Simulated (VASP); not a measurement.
# MoS2 in VASP: notebook, part 2 of 2

VASP 6.6.1. Earlier steps stand in the parts before.

## 3. Single point, PBEsol+U

This run uses another cell than the first one, of 50.73 Å³/atom, 0.980 times its volume.

Contents of INCAR:

```
ALGO     = Normal         # electronic algorithm
EDIFF    = 1E-7           # SCF threshold, eV
ENCUT    = 520            # plane-wave cutoff, eV
GGA      = PS             # functional
ISIF     = 2              # what is computed and relaxed
ISMEAR   = -1             # smearing method
LASPH    = True           # aspherical terms in the spheres
LCHARG   = True           # write CHGCAR
LDAU     = True           # DFT+U
LDAUJ    = 0 0          
LDAUL    = 2 -1           # shell
LDAUPRINT= 1            
LDAUTYPE = 2            
LDAUU    = 6 0            # U, eV
LELF     = True           # ELF
LMAXMIX  = 4              # l up to which the mixer works
LREAL    = False          # projectors in reciprocal space
LVHAR    = True         
LWAVE    = False          # write WAVECAR
NBANDS   = 20             # bands
NELM     = 150            # most SCF steps
PREC     = Accurate       # precision mode
SIGMA    = 0.05           # smearing width, eV
```

Contents of KPOINTS:

```
k-points
0
Gamma
  10 10 2
```

Contents of POSCAR:

```
MoS2
1.0
    3.1841260822      0.0000000000      0.0000000000
   -1.5920630411      2.7575340760      0.0000000000
    0.0000000000      0.0000000000     17.3345999500
Mo S
1 2
Direct
    0.0000000000      0.0000000000      0.0000000000
    0.3333333333      0.6666666667      0.9105070200
    0.3333333333      0.6666666667      0.0894929800
```

Potentials or basis: VASP PAW PBE potentials, release 64 (Mo_sv, S).

Command:

```console
$ cat potpaw_PBE.64/Mo_sv/POTCAR potpaw_PBE.64/S/POTCAR > POTCAR
$ mpirun -np 1 vasp_std > vasp.out
```

OUTCAR:

```text
EDIFF = 1E-7
   ENCUT = 520
   GGA = PS
   ISIF = 2
   ISMEAR = -1
   LASPH = True
   LREAL = False
   NELM = 150
   PREC = Accurate

 ion  position               nearest neighbor table
   1  0.000  0.000  0.000-   2 2.41   3 2.41   2 2.41   3 2.41   2 2.41   3 2.41
   2  0.333  0.667  0.911-   1 2.41   1 2.41   1 2.41
   3  0.333  0.667  0.089-   1 2.41   1 2.41   1 2.41

  LATTYP: Found a hexagonal cell.
 ALAT       =     3.1841260822
 C/A-ratio  =     5.4440683260

  Lattice vectors:

 A1 = (   3.1841260822,   0.0000000000,   0.0000000000)
[... 229 lines left out ...]
      5     -15.6311      2.00000
      6     -14.2359      2.00000
[... 541 lines left out ...]
     19       6.9262      0.00000
     20       7.0246      0.00000

 [... further k-points ...]
[... 5 lines left out ...]
  --------------------------------------------------------------------------------------
  -------------------------------------------------------------------------------------
  Total       -0.1501242     -0.1501242      0.8747063      0.0000000     -0.0000000      0.0000000
  in kB       -1.5802881     -1.5802881      9.2076305      0.0000000     -0.0000000      0.0000000
  external PRESSURE =       2.0156847 kB  Pullay stress =       0.0000000 kB

 VOLUME and BASIS-vectors are now :
 -----------------------------------------------------------------------------
  energy-cutoff  :      520.00
  volume of cell :      152.20
      direct lattice vectors                 reciprocal lattice vectors
     3.184126082  0.000000000  0.000000000     0.314057915  0.181321422  0.000000000
    -1.592063041  2.757534076  0.000000000     0.000000000  0.362642844  0.000000000
     0.000000000  0.000000000 17.334599950     0.000000000  0.000000000  0.057688092

 POSITION                                       TOTAL-FORCE (eV/Angst)
 -----------------------------------------------------------------------------------
      0.00000      0.00000      0.00000         0.000000      0.000000      0.000000
     -0.00000      1.83836     15.78327        -0.000000      0.000000     -0.289021
     -0.00000      1.83836      1.55133        -0.000000      0.000000      0.289021
 -----------------------------------------------------------------------------------
    total drift:                                0.000000     -0.000000     -0.000000

  FREE ENERGIE OF THE ION-ELECTRON SYSTEM (eV)
  ---------------------------------------------------
  free  energy   TOTEN  =       -16.2515944157 eV

  energy  without entropy=      -16.2515944086  energy(sigma->0) =      -16.25159441
```

OSZICAR:

```text
N       E                     dE             d eps       ncg     rms          rms(c)
DAV:   1     0.157609479396E+03    0.15761E+03   -0.12335E+04  1456   0.108E+03
DAV:   2    -0.778814107349E+01   -0.16540E+03   -0.16179E+03  1496   0.248E+02
DAV:   3    -0.180554647023E+02   -0.10267E+02   -0.10177E+02  1488   0.539E+01
[... 14 lines left out ...]
DAV:  18    -0.162515616415E+02   -0.28283E-04   -0.16966E-06  1368   0.507E-03    0.329E-03
DAV:  19    -0.162515857984E+02   -0.24157E-04   -0.14435E-06  1228   0.339E-03    0.113E-03
DAV:  20    -0.162515915675E+02   -0.57691E-05   -0.23008E-07  1264   0.118E-03    0.715E-04
DAV:  21    -0.162515942343E+02   -0.26668E-05   -0.16866E-07  1020   0.904E-04    0.366E-04
DAV:  22    -0.162515943975E+02   -0.16320E-06   -0.55043E-09  1028   0.295E-04    0.173E-04
DAV:  23    -0.162515944157E+02   -0.18192E-07   -0.17146E-09   832   0.188E-04
   1 F= -.16251594E+02 E0= -.16251594E+02  d E =-.710121E-08
```

stdout:

```text
POSCAR found type information on POSCAR MoS
 POSCAR found :  2 types and       3 ions
 scaLAPACK will be used
 -----------------------------------------------------------------------------
|                                                                             |
|                                                                             |
|     You enforced a specific xc type in the INCAR file but a different       |
|     I HOPE YOU KNOW WHAT YOU ARE DOING!                                     |
|                                                                             |
 -----------------------------------------------------------------------------

 LDA part: xc-table for (Slater+PW92), standard interpolation
 POSCAR, INCAR and KPOINTS ok, starting setup
 FFT: planning ... GRIDC
 FFT: planning ... GRID_SOFT
 FFT: planning ... GRID
 WAVECAR not read
 entering main loop
```

It took 79 s on 1 thread of Intel Xeon 6975P-C (Granite Rapids), shared host; peak memory 0.28 GiB.

Results:

- Free energy: -16.2516 eV
- Largest force: 0.289 eV/Å
- Band gap on the k mesh: 1.70 eV, indirect (least direct gap 1.78 eV)

Forces in eV/Å, atoms in the order of the input:
```
Mo   0.000  0.000  0.000
S    0.000  0.000 -0.289
S    0.000  0.000  0.289
```

Levels at points of the mesh, in eV from the valence-band top:
```tsv
k point	band 9	band 10	band 11	band 12	band 13	band 14	band 15	band 16	band 17	band 18
(0.00, 0.00, 0.00)	-2.59	-1.77	-1.41	-1.41	0.00	2.85	2.85	3.09	3.09	5.44
(0.50, 0.00, 0.00)	-4.10	-3.09	-1.80	-1.03	-0.72	2.37	2.75	3.95	4.50	6.02
(0.00, 0.00, 0.50)	-2.59	-1.77	-1.41	-1.41	0.00	2.85	2.85	3.09	3.09	5.53
(0.50, 0.00, 0.50)	-4.10	-3.09	-1.80	-1.03	-0.72	2.37	2.75	3.95	4.50	6.02
```

Eigenvalues of the final occupation matrices:
| site | spin | trace | eigenvalues |
| --- | --- | --- | --- |
| site 1 d | 1 | 1.93 | 0.37 0.37 0.38 0.38 0.43 |
| site 1 d | 2 | 1.93 | 0.37 0.37 0.38 0.38 0.43 |

Caveat: the PAW data sets were made with another functional, which shifts forces and pressure a little.

## 4. Single point, PBEsol+U

This run uses another cell than the first one, of 50.73 Å³/atom, 0.980 times its volume.

Contents of INCAR:

```
SYSTEM = MoS2
PREC = Accurate
ENCUT = 520
EDIFF = 1E-6
ISMEAR = -1
SIGMA = 0.05
LREAL = .False.
LASPH = .True.
NELM = 150
ALGO = Normal
ISIF = 2
LWAVE = .False.
LCHARG = .False.
LMAXMIX = 4
LDAU = .True.
LDAUTYPE = 2
LDAUL = 2 -1
LDAUU = 8 0
LDAUJ = 0 0
LDAUPRINT = 1
GGA = PS
NBANDS = 20
```

Contents of KPOINTS:

```
regular mesh
0
Gamma
  10 10 2
  0 0 0
```

POSCAR is that of step 3.

Command:

```console
$ cat potpaw_PBE.64/Mo_sv/POTCAR potpaw_PBE.64/S/POTCAR > POTCAR
$ mpirun -np 1 vasp_std > vasp.out
```

It took 82 s on 1 thread of Intel Xeon 6975P-C (Granite Rapids), shared host; peak memory 0.28 GiB.

The run converged. Its results:

* Free energy: -13.8941 eV
* Largest force: 0.461 eV/Å
* Band gap on the k mesh: 1.61 eV, direct

Forces in eV/Å, atoms in the order of the input:
```
Mo   0.000  0.000  0.000
S    0.000  0.000 -0.461
S    0.000  0.000  0.461
```

Levels at points of the mesh, in eV from the valence-band top:
| k point | band 11 | band 12 | band 13 | band 14 | band 15 | band 16 |
| --- | --- | --- | --- | --- | --- | --- |
| (0.00, 0.00, 0.00) | -1.29 | -1.29 | -0.05 | 2.94 | 2.94 | 3.17 |
| (0.50, 0.00, 0.00) | -1.73 | -0.99 | -0.74 | 2.51 | 2.73 | 4.04 |
| (0.00, 0.00, 0.50) | -1.29 | -1.29 | -0.05 | 2.94 | 2.94 | 3.17 |
| (0.50, 0.00, 0.50) | -1.73 | -0.99 | -0.74 | 2.51 | 2.73 | 4.04 |

Eigenvalues of the final occupation matrices:
```
    site  spin  trace               eigenvalues
site 1 d     1   1.90  0.36 0.36 0.37 0.37 0.45
site 1 d     2   1.90  0.36 0.36 0.37 0.37 0.45
```

Caveat: the PAW data sets were made with another functional, which shifts forces and pressure a little.

## 5. Single point, LDA

This run uses another cell than the first one, of 50.73 Å³/atom, 0.980 times its volume.

Contents of INCAR:

```
PREC = Accurate ; ENCUT = 520
EDIFF = 1E-6 ; ISMEAR = -1
SIGMA = 0.05 ; LREAL = False
LASPH = True ; NELM = 60
ALGO = Normal ; ISIF = 2
LWAVE = False ; LCHARG = False
NBANDS = 20
```

Contents of KPOINTS:

```
regular mesh
0
Gamma
  10 10 2
```

POSCAR is that of step 4.

Potentials or basis: VASP PAW LDA potentials, release 64 (Mo_sv, S).

Command:

```console
$ cat potpaw_LDA.64/Mo_sv/POTCAR potpaw_LDA.64/S/POTCAR > POTCAR
$ mpirun -np 1 vasp_std > vasp.out
```

It took 47 s on 1 thread of Intel Xeon 6975P-C (Granite Rapids), shared host; peak memory 0.25 GiB.

The run converged. Its results:

| Quantity | Value |
| --- | --- |
| Free energy | -24.3228 eV |
| Largest force | 0.378 eV/Å |
| Band gap on the k mesh | 1.74 eV, indirect (least direct gap 1.93 eV) |

Forces in eV/Å, atoms in the order of the input:
```
Mo   0.000  0.000  0.000
S    0.000  0.000  0.378
S    0.000  0.000 -0.378
```

Levels at points of the mesh, in eV from the valence-band top:
```tsv
k point	band 9	band 10	band 11	band 12	band 13	band 14	band 15	band 16	band 17	band 18
(0.00, 0.00, 0.00)	-2.70	-1.76	-1.57	-1.57	0.00	2.74	2.74	3.03	3.03	5.49
(0.50, 0.00, 0.00)	-4.09	-3.23	-1.84	-1.01	-0.65	2.19	2.72	3.83	4.33	6.05
(0.00, 0.00, 0.50)	-2.70	-1.76	-1.57	-1.57	0.00	2.74	2.74	3.03	3.03	5.56
(0.50, 0.00, 0.50)	-4.09	-3.23	-1.84	-1.01	-0.65	2.19	2.72	3.83	4.33	6.05
```

## 6. Single point, HSE06

This run uses another cell than the first one, of 50.73 Å³/atom, 0.980 times its volume.

POSCAR is that of step 5.

Contents of INCAR.step1:

```
SYSTEM = MoS2
PREC = Accurate
ENCUT = 520
EDIFF = 1E-5
ISMEAR = -1
SIGMA = 0.05
LREAL = .FALSE.
LASPH = .TRUE.
NELM = 80
ALGO = Normal
ISIF = 2
LWAVE = .TRUE.
NBANDS = 20
GGA = PE
KPAR = 4
```

Contents of INCAR.step2:

```
SYSTEM = MoS2
PREC = Accurate
ENCUT = 520
EDIFF = 1E-7
ISMEAR = -1
SIGMA = 0.05
LREAL = .FALSE.
LASPH = .TRUE.
NELM = 80
ALGO = Normal
ISIF = 2
LWAVE = .FALSE.
LCHARG = .TRUE.
GGA = PE
LHFCALC = .TRUE.
HFSCREEN = 0.2079
PRECFOCK = Normal
LVHAR = .TRUE.
NBANDS = 20
ISTART = 1
KPAR = 4
```

Contents of KPOINTS:

```
Automatic mesh
0
G
  6 6 2
  0 0 0
```

Potentials or basis: VASP PAW PBE potentials, release 64 (Mo_sv, S).

Command:

```console
$ cat potpaw_PBE.64/Mo_sv/POTCAR potpaw_PBE.64/S/POTCAR > POTCAR
$ cp INCAR.step1 INCAR
$ mpirun -np 4 vasp_std > vasp.out
$ cp INCAR.step2 INCAR
$ mpirun -np 4 vasp_std > vasp.out
```

OUTCAR:

```text
SYSTEM = MoS2
   PREC = Accurate
   ENCUT = 520
   EDIFF = 1E-7
   ISMEAR = -1
   LREAL = .FALSE.
   LASPH = .TRUE.
   NELM = 80
   ISIF = 2
   GGA = PE
   LHFCALC = .TRUE.
   HFSCREEN = 0.2079
   PRECFOCK = Normal
   ISTART = 1

 ion  position               nearest neighbor table
   1  0.000  0.000  0.000-   2 2.41   3 2.41   2 2.41   3 2.41   2 2.41   3 2.41
   2  0.333  0.667  0.911-   1 2.41   1 2.41   1 2.41
   3  0.333  0.667  0.089-   1 2.41   1 2.41   1 2.41

  LATTYP: Found a hexagonal cell.
 ALAT       =     3.1841260822
 C/A-ratio  =     5.4440683260

  Lattice vectors:

 A1 = (   3.1841260822,   0.0000000000,   0.0000000000)
 A2 = (  -1.5920630411,   2.7575340760,   0.0000000000)
 A3 = (   0.0000000000,   0.0000000000,  17.3345999500)

Analysis of symmetry for initial positions (statically):
=====================================================================
 Subroutine PRICEL returns:
 Original cell was already a primitive cell.

 Routine SETGRP: Setting up the symmetry group for a
 hexagonal supercell.

 Subroutine GETGRP returns: Found 12 space group operations
 (whereof 12 operations were pure point group operations)
 out of a pool of 24 trial point group operations.

The static configuration has the point symmetry D_3h.

Analysis of symmetry for dynamics (positions and initial velocities):
=====================================================================
 Subroutine PRICEL returns:
 Original cell was already a primitive cell.

 Routine SETGRP: Setting up the symmetry group for a
 hexagonal supercell.

[... 112 lines left out ...]
   IALGO  =     38    algorithm
   IMIX   =      1    mixing-type and parameters
     AMIX     =   0.40;   BMIX     =  1.00
     AMIX_MAG =   1.60;   BMIX_MAG =  1.00
  volume/ion in A,a.u.               =      50.73       342.37
  Fermi-wavevector in a.u.,A,eV,Ry     =   0.908359  1.716550 11.226391  0.825116
  Thomas-Fermi vector in A             =   2.032276
   LORBIT       =      0    0 simple, 1 ext, 2 COOP (PROOUT), +10 PAW based schemes
   GGA     = PE    functional components
   LHFCALC =     T    Hartree Fock is set to
   PRECFOCK=normal    Normal, Fast or Accurate (Low or Medium for compatibility)
   ENCUT4O =  -1.0   cutoff for four orbital integrals eV
   NKREDX  =     1    reduce k-point grid by
   NKREDY  =     1    reduce k-point grid by
   NKREDZ  =     1    reduce k-point grid by
   AEXX    =    0.2500 exact exchange contribution
   HFSCREEN=    0.2079 screening length (either q_TF or 0.3 A-1)
   HFSCREENC=   0.2079 screening length for correlation (either q_TF or 0.3 A-1)
   ENCUTFOCK=  -1.0 apply spherical cutoff to Coloumb kernel
   IVDW    =     0    specifies the selected vdW correction
   LEPSILON=     F    determine dielectric tensor
   LRPA    =     F    only Hartree local field effects (RPA)
 non-spin polarized calculation
  energy-cutoff  :      520.00
  volume of cell :      152.20
 maximum number of plane-waves:      4124
 NGX is ok and might be reduce to    24
  NGX = 18; NGY = 18; NGZ = 98

 number of electron      25.9999999 magnetization

 Free energy of the ion-electron system (eV)
  ---------------------------------------------------
  ext. energy  EPLUGINS =         0.00000000
  ---------------------------------------------------
  free energy    TOTEN  =       -26.16458984 eV

  energy without entropy =      -26.16458984  energy(sigma->0) =      -26.16458984

 E-fermi :  -0.8044     XC(G=0):  -3.6350

 val. band max:       -1.8637821618   @ k =   0.0000   0.0000   0.0000
 cond. band min:       0.2468621920   @ k =   0.3333   0.3333   0.0000
 fundamental gap:      2.1106443538
 Fermi energy:        -0.8044459267

 k-point     1 :       0.0000    0.0000    0.0000
  band No.  band energies     occupation
      1     -66.7495      2.00000
      2     -39.4722      2.00000
      3     -39.2320      2.00000
      4     -39.2320      2.00000
      5     -17.5733      2.00000
      6     -16.0889      2.00000
[... 311 lines left out ...]
     19       6.7368      0.00000
     20       8.6522      0.00000

------------------------ aborting loop because EDIFF is reached ----------------------------------------

  FORCE on cell =-STRESS in cart. coord.  units (eV):
  Direction    XX          YY          ZZ          XY          YZ          ZX
  --------------------------------------------------------------------------------------
  -------------------------------------------------------------------------------------
  Total       -1.4190007     -1.4190007     -1.0280894      0.0000000      0.0000000     -0.0000000
  in kB      -14.9371670    -14.9371670    -10.8222230      0.0000000      0.0000000     -0.0000000
  external PRESSURE =     -13.5655190 kB  Pullay stress =       0.0000000 kB

 VOLUME and BASIS-vectors are now :
 -----------------------------------------------------------------------------
  energy-cutoff  :      520.00
  volume of cell :      152.20
      direct lattice vectors                 reciprocal lattice vectors
     3.184126082  0.000000000  0.000000000     0.314057915  0.181321422  0.000000000
    -1.592063041  2.757534076  0.000000000     0.000000000  0.362642844  0.000000000
     0.000000000  0.000000000 17.334599950     0.000000000  0.000000000  0.057688092

 POSITION                                       TOTAL-FORCE (eV/Angst)
 -----------------------------------------------------------------------------------
      0.00000      0.00000      0.00000         0.000000      0.000000      0.000000
     -0.00000      1.83836     15.78327        -0.000000      0.000000      0.322188
     -0.00000      1.83836      1.55133        -0.000000      0.000000     -0.322188
 -----------------------------------------------------------------------------------
    total drift:                                0.000000     -0.000000     -0.000000

  FREE ENERGIE OF THE ION-ELECTRON SYSTEM (eV)
  ---------------------------------------------------
  free  energy   TOTEN  =       -26.1645898361 eV

  energy  without entropy=      -26.1645898359  energy(sigma->0) =      -26.16458984
```

OSZICAR.step1:

```text
N       E                     dE             d eps       ncg     rms          rms(c)
DAV:   1     0.158506982847E+03    0.15851E+03   -0.12311E+04   696   0.108E+03
DAV:   2    -0.121747258284E+02   -0.17068E+03   -0.16676E+03   752   0.253E+02
DAV:   3    -0.231735141210E+02   -0.10999E+02   -0.10900E+02   736   0.561E+01
[... 12 lines left out ...]
DAV:  16    -0.218491317646E+02   -0.35048E-04   -0.15339E-05   556   0.149E-02    0.316E-03
DAV:  17    -0.218491835092E+02   -0.51745E-04   -0.31043E-06   492   0.866E-03    0.193E-03
DAV:  18    -0.218492119287E+02   -0.28420E-04   -0.82492E-07   440   0.316E-03    0.243E-03
DAV:  19    -0.218492338914E+02   -0.21963E-04   -0.16407E-06   484   0.349E-03    0.636E-04
DAV:  20    -0.218492377192E+02   -0.38277E-05   -0.15681E-07   380   0.132E-03
   1 F= -.21849238E+02 E0= -.21849238E+02  d E =-.195720E-07
```

Run time: 43 min. Hardware: 4 MPI ranks of Intel Xeon Platinum 8488C (Sapphire Rapids), shared host; peak memory 0.41 GiB.

Results:

| Item | Value |
| --- | --- |
| Free energy | -26.1646 eV |
| Largest force | 0.322 eV/Å |
| Band gap on the k mesh | 2.11 eV, indirect (the least direct gap lies 4.2 meV higher) |

Forces in eV/Å, atoms in the order of the input:
```
Mo   0.000  0.000  0.000
S    0.000  0.000  0.322
S    0.000  0.000 -0.322
```

Caveat: the PAW data sets were made with another functional, which shifts forces and pressure a little.

## 7. The runs side by side

```csv
level,potentials or basis,U,cell,k mesh,grid for exact exchange (PRECFOCK),screening parameter,gap on the mesh (eV),largest force (eV/Å)
LDA,"VASP PAW LDA potentials, release 64 (Mo_sv, S)",-,"a = 3.205, b = 3.205, c = 17.449 Å, angles 90.0, 90.0, 120.0°, 3 atoms",10 × 10 × 2,-,-,1.69,0.69
PBEsol+U,"VASP PAW PBE potentials, release 64 (Mo_sv, S)",Mo d U = 6.0 eV,"a = 3.184, b = 3.184, c = 17.335 Å, angles 90.0, 90.0, 120.0°, 3 atoms",10 × 10 × 2,-,-,1.70,0.29
PBEsol+U,"VASP PAW PBE potentials, release 64 (Mo_sv, S)",Mo d U = 8.0 eV,"a = 3.184, b = 3.184, c = 17.335 Å, angles 90.0, 90.0, 120.0°, 3 atoms",10 × 10 × 2,-,-,1.61,0.46
LDA,"VASP PAW LDA potentials, release 64 (Mo_sv, S)",-,"a = 3.184, b = 3.184, c = 17.335 Å, angles 90.0, 90.0, 120.0°, 3 atoms",10 × 10 × 2,-,-,1.74,0.38
HSE06,"VASP PAW PBE potentials, release 64 (Mo_sv, S)",-,"a = 3.184, b = 3.184, c = 17.335 Å, angles 90.0, 90.0, 120.0°, 3 atoms",6 × 6 × 2,Normal,0.2079 1/Å,2.11,0.32
```

Alike in all rows: task single point; no spin polarisation; cutoff (eV) 520; smearing fermi-dirac 0.05 eV.

Caveats: the PAW data sets were made with another functional, which shifts forces and pressure a little (some runs).

Total energies depend on the potentials used, so only differences within one code and one set of settings carry meaning.
